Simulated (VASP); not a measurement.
Nd3Si2I, 6 atoms in the cell. Symmetry: P-62m, No. 189, hexagonal system. The conventional cell has a = 6.356 Å, b = 6.356 Å, c = 4.818 Å, α = 90.00°, β = 90.00°, γ = 120.00°. Nd (site symmetry m2m) has 2 Si at 2.08 Å and 1 I at 2.19 Å within 2.8 Å. Within 2.8 Å of Si (site symmetry -6) lie 3 Nd at 2.08 Å. I (site symmetry -62m) has 3 Nd at 2.19 Å within 2.9 Å. The cell was generated, and may not be a known phase.

* Program: VASP 6.6.1
* Task: relaxation of cell and atoms
* Functional: PBE
* Potentials or basis: VASP PAW PBE potentials, release 64 (Nd_3, Si, I), 4f in core
* Cutoff: 500 eV
* k mesh: 2 × 2 × 3
* Occupations: gaussian, width 0.15 eV
* Spin: no spin polarisation
* Dipole correction: no
* Further INCAR settings: ALGO = Normal; EDIFF = 1e-07; IBRION = 2; EDIFFG = -0.08; NSW = 36; ISIF = 3

Potentials or basis: VASP PAW PBE potentials, release 64 (Nd_3, Si, I), 4f in core.

Run with:

```bash
$ cat potpaw_PBE.64/Nd_3/POTCAR potpaw_PBE.64/Si/POTCAR potpaw_PBE.64/I/POTCAR > POTCAR
$ mpirun -np 1 vasp_std > vasp.out
```

Hardware: 1 thread of Intel(R) Xeon(R) 6975P-C (Granite Rapids), with other jobs on the host.

How long does it take, and how much memory?

Run time: 5.4 min on 1 thread of Intel(R) Xeon(R) 6975P-C (Granite Rapids), with other jobs on the host, peak memory 0.3 GiB. Counts: scf iterations 344, k points 4, ion steps 23.
